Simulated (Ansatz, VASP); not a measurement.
# MgPb2N2: VASP beside Ansatz

```
CELL_PARAMETERS angstrom
3.39174 0.00000 0.00000
-1.69587 2.93734 0.00000
0.00000 0.00000 9.23496
ATOMIC_POSITIONS crystal
Mg 0.00000 0.00000 0.00000
Pb 0.66667 0.33333 0.28655
Pb 0.33333 0.66667 0.71345
N 0.66667 0.33333 0.86182
N 0.33333 0.66667 0.13818
```

Alike in both runs: task single point; functional PBE; dispersion D3(BJ); k mesh 6 × 6 × 2; no spin polarisation.

```csv
,VASP,Ansatz
version,VASP 6.6.1,Ansatz 0.2.0
potentials or method,"VASP PAW PBE potentials, release 64 (Mg, Pb_d, N), cutoff 520 eV","plane waves, PAW"
occupations,"gaussian, width 0.01 eV",fixed
valence electrons in the cell,40,48
```

```csv
,VASP,Ansatz,Ansatz less VASP
pressure (GPa),-2.9,-2.8,+0.14
"traceless stress, the component that is largest in VASP (GPa)",0.14,0.12,-0.020
```

VASP's potentials hold 40 valence electrons a cell and Ansatz's 48, so a difference there can come from the potentials and not from the codes. Ansatz's warnings: stress scf threshold loose.

Spin-orbit coupling is off throughout.
